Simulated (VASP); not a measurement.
# Hg (P6_3/mmc) in VASP: further runs, part 2 of 2

VASP 6.6.1. The steps go on from the part before.

## Step 3: Relaxation of cell and atoms, LDA

This run uses another cell than the first one, of 22.69 Å³/atom, 1.026 times its volume.

INCAR

```
  ALGO = Normal
  EDIFF = 1E-6
  EDIFFG = -0.005
  ENCUT = 600
  IBRION = 2
  ISIF = 3
  ISMEAR = -1
  LASPH = True
  LCHARG = False
  LREAL = False
  LWAVE = False
  NELM = 80
  NSW = 60
  PREC = Accurate
  SIGMA = 0.05
```

KPOINTS

```
k-points
0
Gamma
  15 15 8
```

POSCAR

```
Hg
1.0
    3.1862461845      0.0000000000      0.0000000000
   -1.5931230922      2.7593701385      0.0000000000
    0.0000000000      0.0000000000      5.1617188189
Hg
2
Direct
    0.3333333333      0.6666666667      0.2500000000
    0.6666666667      0.3333333333      0.7500000000
```

Potentials or basis: VASP PAW LDA potentials, release 64 (Hg).

Run with:

```sh
$ cat potpaw_LDA.64/Hg/POTCAR > POTCAR
$ mpirun -np 1 vasp_std > vasp.out
```

OUTCAR:

```text
EDIFF = 1E-6
   EDIFFG = -0.005
   ENCUT = 600
   IBRION = 2
   ISIF = 3
   ISMEAR = -1
   LASPH = True
   LREAL = False
   NELM = 80
   NSW = 60
   PREC = Accurate

 ion  position               nearest neighbor table
   1  0.333  0.667  0.250-   2 3.17   2 3.17   2 3.17   2 3.17   2 3.17   2 3.17
   2  0.667  0.333  0.750-   1 3.17   1 3.17   1 3.17   1 3.17   1 3.17   1 3.17

  LATTYP: Found a hexagonal cell.
 ALAT       =     3.1862461845
 C/A-ratio  =     1.6200000000

  Lattice vectors:

 A1 = (   3.1862461845,   0.0000000000,   0.0000000000)
 A2 = (  -1.5931230922,   2.7593701385,   0.0000000000)
 A3 = (   0.0000000000,   0.0000000000,   5.1617188189)

Analysis of symmetry for initial positions (statically):
=====================================================================
 Subroutine PRICEL returns:
 Original cell was already a primitive cell.

 Routine SETGRP: Setting up the symmetry group for a
 hexagonal supercell.

 Subroutine GETGRP returns: Found 24 space group operations
 (whereof 12 operations were pure point group operations)
 out of a pool of 24 trial point group operations.

The static configuration has the point symmetry D_3d.
 The point group associated with its full space group is D_6h.

Analysis of symmetry for dynamics (positions and initial velocities):
=====================================================================
 Subroutine PRICEL returns:
 Original cell was already a primitive cell.

 Routine SETGRP: Setting up the symmetry group for a
 hexagonal supercell.

 Subroutine GETGRP returns: Found 24 space group operations
 (whereof 12 operations were pure point group operations)
 out of a pool of 24 trial point group operations.

The dynamic configuration has the point symmetry D_3d.
 The point group associated with its full space group is D_6h.

 Subroutine INISYM returns: Found 24 space group operations
 (whereof 12 operations are pure point group operations),
 and found     1 'primitive' translations

----------------------------------------------------------------------------------------

                                     Primitive cell

  volume of cell :      45.3820

  direct lattice vectors                    reciprocal lattice vectors
     3.186246184  0.000000000  0.000000000     0.313848944  0.181200772  0.000000000
    -1.593123092  2.759370139  0.000000000     0.000000000  0.362401544  0.000000000
     0.000000000  0.000000000  5.161718819     0.000000000  0.000000000  0.193733916

  length of vectors
     3.186246184  3.186246184  5.161718819     0.362401544  0.362401544  0.193733916

  position of ions in fractional coordinates (direct lattice)
     0.333333333  0.666666667  0.250000000
     0.666666667  0.333333333  0.750000000

  ion indices of the primitive-cell ions
   primitive index   ion index
                 1           1
                 2           2

----------------------------------------------------------------------------------------
[... 62 lines left out ...]
   ISTART =      0    job   : 0-new  1-cont  2-samecut
   ICHARG =      2    charge: 1-file 2-atom 10-const
   ISPIN  =      1    spin polarized calculation?
   LNONCOLLINEAR =      F non collinear calculations
   LSORBIT =      F    spin-orbit coupling
   LASPH  =      T    aspherical Exc in radial PAW
   ENCUT  =  600.0 eV  44.10 Ry    6.64 a.u.   6.36  6.36 10.31*2*pi/ulx,y,z
   NELM   =     80;   NELMIN=  2; NELMDL= -5     # of ELM steps
   EDIFF  = 0.1E-05   stopping-criterion for ELM
   LREAL  =      F    real-space projection
   EDIFFG = -.5E-02   stopping-criterion for IOM
   NSW    =     60    number of steps for IOM
   IBRION =      2    ionic relax: 0-MD 1-quasi-New 2-CG
   NFREE  =      1    steps in history (QN), initial steepest desc. (CG)
   ISIF   =      3    stress and relaxation
   ISYM   =      2    0-nonsym 1-usesym 2-fastsym
   POTIM  = 0.5000    time-step for ionic-motion
   TEBEG  =    0.0;   TEEND  =   0.0 temperature during run
   PSTRESS=    0.0 pullay stress
   NELECT =      24.0000    total number of electrons
   NUPDOWN=      -1.0000    fix difference up-down
   EMIN   =  10.00;   EMAX   =-10.00  energy-range for DOS
   EFERMI =   0.00;   METHOD = LEGACY
   ISMEAR =    -1;   SIGMA  =   0.05  broadening in eV -4-tet -1-fermi 0-gaus
   EFERMI_NEDOS =   21; number of points for ismear=-14 and -15
   IALGO  =     38    algorithm
   IMIX   =      4    mixing-type and parameters
     AMIX     =   0.40;   BMIX     =  1.00
     AMIX_MAG =   1.60;   BMIX_MAG =  1.00
  volume/ion in A,a.u.               =      22.69       153.13
  Fermi-wavevector in a.u.,A,eV,Ry     =   1.323886  2.501782 23.846592  1.752675
  Thomas-Fermi vector in A             =   2.453461
   LORBIT       =      0    0 simple, 1 ext, 2 COOP (PROOUT), +10 PAW based schemes
   GGA     = CA    functional components
   LHFCALC =     F    Hartree Fock is set to
   AEXX    =    0.0000 exact exchange contribution
   IVDW    =     0    specifies the selected vdW correction
   LEPSILON=     F    determine dielectric tensor
   LRPA    =     F    only Hartree local field effects (RPA)
 conjugate gradient relaxation of ions
 non-spin polarized calculation
  energy-cutoff  :      600.00
  volume of cell :       45.38
 maximum number of plane-waves:      1536
 NGX is ok and might be reduce to    28
   NGX = 13   NGY = 13   NGZ = 21

--------------------------------------- Ionic step        1  -------------------------------------------

 number of electron      24.0000000 magnetization

 Free energy of the ion-electron system (eV)
  ---------------------------------------------------
  ext. energy  EPLUGINS =         0.00000000
  ---------------------------------------------------
  free energy    TOTEN  =        -1.87360189 eV

  energy without entropy =       -1.86653770  energy(sigma->0) =       -1.87006979

------------------------ aborting loop because EDIFF is reached ----------------------------------------

  FORCE on cell =-STRESS in cart. coord.  units (eV):
  Direction    XX          YY          ZZ          XY          YZ          ZX
  --------------------------------------------------------------------------------------
  -------------------------------------------------------------------------------------
  Total       -0.1473666     -0.1473666     -0.2616573     -0.0000000      0.0000000      0.0000000
  in kB       -5.2026676     -5.2026676     -9.2376128     -0.0000000      0.0000000      0.0000000
  external PRESSURE =      -6.5476493 kB  Pullay stress =       0.0000000 kB
[... 89 lines left out ...]
  FREE ENERGIE OF THE ION-ELECTRON SYSTEM (eV)
  ---------------------------------------------------
  free  energy   TOTEN  =        -1.8752230974 eV

  energy  without entropy=       -1.8687408623  energy(sigma->0) =       -1.87198198

[... ionic steps 4 to 8 ...]

--------------------------------------- Ionic step        9  -------------------------------------------

 number of electron      24.0000004 magnetization

------------------------ aborting loop because EDIFF is reached ----------------------------------------
[... 67 lines left out ...]
--------------------------------------- Ionic step       11  -------------------------------------------

 number of electron      24.0000004 magnetization

 Free energy of the ion-electron system (eV)
  ---------------------------------------------------
  ext. energy  EPLUGINS =         0.00000000
  ---------------------------------------------------
  free energy    TOTEN  =        -1.87570918 eV

  energy without entropy =       -1.86974298  energy(sigma->0) =       -1.87272608

 E-fermi :   2.8061     XC(G=0): -11.4750

 val. band max:        2.7972827259   @ k =   0.3333   0.1333   0.0000
 cond. band min:       2.8127178763   @ k =   0.3333   0.1333   0.1250
 fundamental gap:      0.0154351505
 Fermi energy:         2.8061319553

 k-point     1 :       0.0000    0.0000    0.0000
  band No.  band energies     occupation
      1      -6.5913      2.00000
      2      -5.3252      2.00000
      3      -4.1423      2.00000
      4      -4.1408      2.00000
      5      -4.1408      2.00000
      6      -3.9714      2.00000
[... 433 lines left out ...]
      3      -4.7030      2.00000
      4      -4.2509      2.00000
      5      -3.9632      2.00000
      6      -3.8556      2.00000
[... 8 lines left out ...]
     15       7.9681      0.00000
     16       8.0015      0.00000

 [... further k-points ...]

------------------------ aborting loop because EDIFF is reached ----------------------------------------

  FORCE on cell =-STRESS in cart. coord.  units (eV):
  Direction    XX          YY          ZZ          XY          YZ          ZX
  --------------------------------------------------------------------------------------
  -------------------------------------------------------------------------------------
  Total        0.0012886      0.0012886      0.0068534      0.0000000     -0.0000000      0.0000000
  in kB        0.0460912      0.0460912      0.2451423      0.0000000     -0.0000000      0.0000000
  external PRESSURE =       0.1124415 kB  Pullay stress =       0.0000000 kB
[... 17 lines left out ...]
  FREE ENERGIE OF THE ION-ELECTRON SYSTEM (eV)
  ---------------------------------------------------
  free  energy   TOTEN  =        -1.8757091838 eV

  energy  without entropy=       -1.8697429814  energy(sigma->0) =       -1.87272608

 reached required accuracy - stopping structural energy minimisation
```

It took 10 min on 1 thread of Oxide Virtual Turin-like, shared host; peak memory 0.2 GiB.

Results:

| Item | Value |
| --- | --- |
| Free energy | -1.8757 eV |
| Relaxed volume | 22.40 Å³/atom |
| Relaxed cell | a = 3.194 Å, b = 3.194 Å, c = 5.071 Å, α = 90.00°, β = 90.00°, γ = 120.00° |
| Space group after relaxing (to 0.05 Å) | P6_3/mmc (No. 194) |
| Energy gained by relaxing | 1.1 meV/atom |
| Ionic steps | 11 |
| Pressure after relaxing | 0.0 GPa |
| Band gap on the k mesh | zero (band 12 reaches 3.16 eV, above the bottom of band 13 at 1.77 eV) |

Step by step:
```
step  energy change (eV)  largest force (eV/Å)  pressure (GPa)  volume (Å³)
   1              0.0000                0.0000           -0.65        45.38
   2             -0.0016                0.0000           -0.06        44.78
   3             -0.0016                0.0000            0.03        44.69
   4             -0.0016                0.0000            0.02        44.67
   5             -0.0016                0.0000            0.07        44.65
   6             -0.0018                0.0000            0.05        44.65
   7             -0.0020                0.0000            0.02        44.68
   8             -0.0019                0.0000            0.01        44.71
   9             -0.0021                0.0000            0.14        44.69
  10             -0.0020                0.0000           -0.19        44.98
  11             -0.0021                0.0000            0.01        44.79
```

Final structure:
```
CELL_PARAMETERS angstrom
3.19379 0.00000 0.00000
-1.59690 2.76591 0.00000
0.00000 0.00000 5.07051
ATOMIC_POSITIONS crystal
Hg 0.33333 0.66667 0.25000
Hg 0.66667 0.33333 0.75000
```

Caveat: spin-orbit coupling is left out, which moves the levels of the heavy elements.
